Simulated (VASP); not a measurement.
## WS2: single point with r2SCAN

WS2, a slab with vacuum:

```xyz
3
Lattice="3.1811 0.0000 0.0000 -1.5905 2.7549 0.0000 0.0000 0.0000 17.7135" Properties=species:S:1:pos:R:3 pbc="T T T"
W     0.0000    1.8366    0.0000
S     1.5905    0.9183   16.1545
S     1.5905    0.9183    1.5590
```

```yaml
Program: VASP 6.6.1
Task: single point
Functional: r2SCAN
Potentials_or_basis: VASP PAW PBE potentials, release 64 (W_sv, S)
Cutoff: 520 eV
k_mesh: 12 × 12 × 2
Occupations: gaussian, width 0.02 eV
Spin: no spin polarisation
Dipole_correction: no
Further_INCAR_settings: ALGO = Normal; EDIFF = 1e-07; NBANDS = 20
```

* Largest force: 0.026 eV/Å
* Band gap on the k mesh: 1.91 eV (least direct gap 1.93 eV)

Forces in eV/Å, atoms in the order of the input:
```
W    0.000  0.000  0.000
S    0.000  0.000 -0.026
S    0.000  0.000  0.026
```

Levels at points of the mesh, in eV from the valence-band top:
```tsv
k point	band 11	band 12	band 13	band 14	band 15	band 16
(0.00, 0.00, 0.00)	-1.78	-1.78	0.00	3.08	3.08	3.23
(0.50, 0.00, 0.00)	-2.27	-1.43	-0.98	3.00	3.47	4.41
(0.00, 0.00, 0.50)	-1.78	-1.78	0.00	3.08	3.08	3.23
(0.50, 0.00, 0.50)	-2.27	-1.43	-0.98	3.00	3.47	4.41
```

Wall time 4.6 min on 1 thread of Intel(R) Xeon(R) 6975P-C (Granite Rapids), with other jobs on the host, peak memory 0.36 GiB.

Caveat: the PAW data sets were made with another functional, which shifts forces and pressure a little; spin-orbit coupling is left out, which moves the levels of the heavy elements.
